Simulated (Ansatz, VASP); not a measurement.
CdBr3: VASP beside Ansatz

```
Cd Br
1.0
     3.43800    0.00000    0.00000
     0.00000    3.43800    0.00000
     0.00000    0.00000   11.16821
Cd Br
1 3
Direct
  0.00000 0.00000 0.00000
  0.50000 0.50000 0.84577
  0.00000 0.00000 0.50000
  0.50000 0.50000 0.15423
```

Change from the starting cell: species swapped into the Tm3Mg type (P4/mmm, No. 123).

Alike in both runs: functional PBE; k mesh 4 × 4 × 2; occupations gaussian, width 0.1 eV; no spin polarisation.

Ansatz relaxed the structure, and its values are those at the end. VASP's run is a single point on that final structure, the one shown.

|  | VASP | Ansatz |
| --- | --- | --- |
| version | VASP 6.6.1 | Ansatz 0.2.0 |
| potentials or method | VASP PAW PBE potentials, release 64 (Cd, Br), cutoff 520 eV | scalar-relativistic, plane waves, PAW |
| valence electrons in the cell | 33 | 41 |

```csv
,VASP,Ansatz,Ansatz less VASP
gap on the k mesh at the Fermi level (eV),none,none,-
pressure (GPa),0.2,0.0,-0.12
rms of the force components (eV/Å),0.015,0.004,-0.0112
```

A gap of «none» marks a metal or a gap that the smearing closes. VASP's potentials hold 33 valence electrons a cell and Ansatz's 41, so a difference there can come from the potentials and not from the codes.

The k mesh is coarse, so the values compare programs but aren't converged.
